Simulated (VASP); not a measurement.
A run of VASP 6.6.1:

The input INCAR:

```
  PREC = Accurate
  ENCUT = 520
  EDIFF = 1E-8
  ISMEAR = 0
  SIGMA = 0.01
  LREAL = False
  LASPH = True
  NELM = 100
  ALGO = Normal
  ISIF = 2
  LWAVE = False
  LCHARG = False
  GGA = CA
  IBRION = 8
  NSW = 1
```

File KPOINTS:

```
regular mesh
0
Gamma
  8 8 4
```

The input POSCAR:

```
ZnO
1.0
    3.2006156128      0.0000000000      0.0000000000
   -1.6003078064      2.7718144284      0.0000000000
    0.0000000000      0.0000000000      5.1741698040
Zn O
2 2
Direct
    0.3333333333      0.6666666667      0.5002674079
    0.6666666667      0.3333333333      0.0002674079
    0.6666666667      0.3333333333      0.3787425921
    0.3333333333      0.6666666667      0.8787425921
```

Potentials or basis: VASP PAW LDA potentials, release 64 (Zn, O).

Launch:

```bash
$ cat potpaw_LDA.64/Zn/POTCAR potpaw_LDA.64/O/POTCAR > POTCAR
$ mpirun -np 1 vasp_std > vasp.out
```

Hardware: 1 thread of Intel(R) Xeon(R) Platinum 8259CL CPU @ 2.50GHz (Skylake/Cascade Lake), with other jobs on the host.

Problem. How long does it take, and how much memory?

Solution. Wall time 6.3 min on 1 thread of Intel(R) Xeon(R) Platinum 8259CL CPU @ 2.50GHz (Skylake/Cascade Lake) (shared host), peak memory 0.42 GiB. Counts: scf iterations 70, k points 30.
